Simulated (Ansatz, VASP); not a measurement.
# Pt in VASP and in Ansatz

INCAR

```
  PREC = Accurate
  ENCUT = 520
  EDIFF = 1E-6
  ISMEAR = -1
  SIGMA = 0.1
  LREAL = False
  LASPH = True
  NELM = 100
  ALGO = Normal
  ISIF = 2
  LWAVE = False
  LCHARG = False
  GGA = RP
  NBANDS = 17
```

KPOINTS

```
Automatic mesh
0
Gamma
  15 15 8
```

POSCAR

```
Pt
1.0
    2.8892429256      0.0000000000      0.0000000000
   -1.4446214628      2.5021577712      0.0000000000
    0.0000000000      0.0000000000      4.9721718127
Pt
2
Direct
    0.3333333333      0.6666666667      0.2500000000
    0.6666666667      0.3333333333      0.7500000000
```

Input for Ansatz:

```yaml
crystal:
  lattice:
    - [2.8892429256, 0.0, 0.0]
    - [-1.4446214628, 2.5021577712, 0.0]
    - [0.0, 0.0, 4.9721718127]
  atoms:
    - { symbol: Pt, position: [0.3333333333, 0.6666666667, 0.25] }
    - { symbol: Pt, position: [0.6666666667, 0.3333333333, 0.75] }
hamiltonian:
  xc: rpbe
  pseudopotentials:
    kind: paw
    azcp:
      Pt: "pseudopotentials/Pt.paw.azcp"
basis:
  ecutwfc: 420
  fft_grid_basis: typed
kpoints:
  mp_grid: { grid: [15, 15, 8], shift: [0, 0, 0] }
magnetization:
  spin_polarized: false
scf:
  occupations: { method: fermi_dirac, width: 0.1 }
  lower_state_search: "off"
output:
  stress: true
```

Alike in both runs: task single point; functional RPBE; k mesh 15 × 15 × 8; occupations fermi-dirac, width 0.1 eV; no spin polarisation.

```csv
,VASP,Ansatz
version,VASP 6.6.1,Ansatz 0.2.0
potentials or method,"VASP PAW PBE potentials, release 64 (Pt), cutoff 520 eV","plane waves (420 eV) with PAW, scalar-relativistic"
valence electrons in the cell,20,36
```

Ansatz gave:

| Quantity | Value |
| --- | --- |
| pressure (GPa) | -18.4 |
| traceless stress, the component that is largest in VASP (GPa) | 1.37 |

Which values does VASP return?

Pressure (GPa): -18.7; traceless stress, the component that is largest in VASP (GPa): 1.30.

VASP's potentials were made for PBE, not for RPBE. With one functional, cell and mesh, what is left measures potentials, basis and numerics. VASP's potentials hold 20 valence electrons a cell and Ansatz's 36, so a difference there can come from the potentials and not from the codes.

Spin-orbit coupling is off throughout.
